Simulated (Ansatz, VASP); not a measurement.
**One calculation of CsSi3Ru, two programs**

```
Cs Si Ru
1.0
     4.80977    0.00000    0.00000
     0.00000    4.80977    0.00000
     0.00000    0.00000    4.80977
Cs Si Ru
1 3 1
Direct
  0.00000 0.00000 0.00000
  0.00000 0.50000 0.50000
  0.50000 0.00000 0.50000
  0.50000 0.50000 0.00000
  0.50000 0.50000 0.50000
```

Alike in both runs: functional PBE; k mesh 8 × 8 × 8; occupations gaussian, width 0.1 eV; no spin polarisation.

Ansatz relaxed the structure, and its values are those at the end. VASP's run is a single point on that final structure, the one shown.

```csv
,VASP,Ansatz
version,VASP 6.6.1,Ansatz 0.2.0
potentials or method,"VASP PAW PBE potentials, release 64 (Cs_sv, Si, Ru_pv), cutoff 500 eV","scalar-relativistic, plane waves, PAW"
valence electrons in the cell,35,37
```

```tsv
	VASP	Ansatz	Ansatz less VASP
gap on the k mesh at the Fermi level (eV)	none	none	-
pressure (GPa)	0.1	0.0	-0.12
```

A gap of «none» marks a metal or a gap that the smearing closes. With one functional, cell and mesh, what is left measures potentials, basis and numerics. VASP's potentials hold 35 valence electrons a cell and Ansatz's 37, so a difference there can come from the potentials and not from the codes.

Spin-orbit coupling is off throughout.
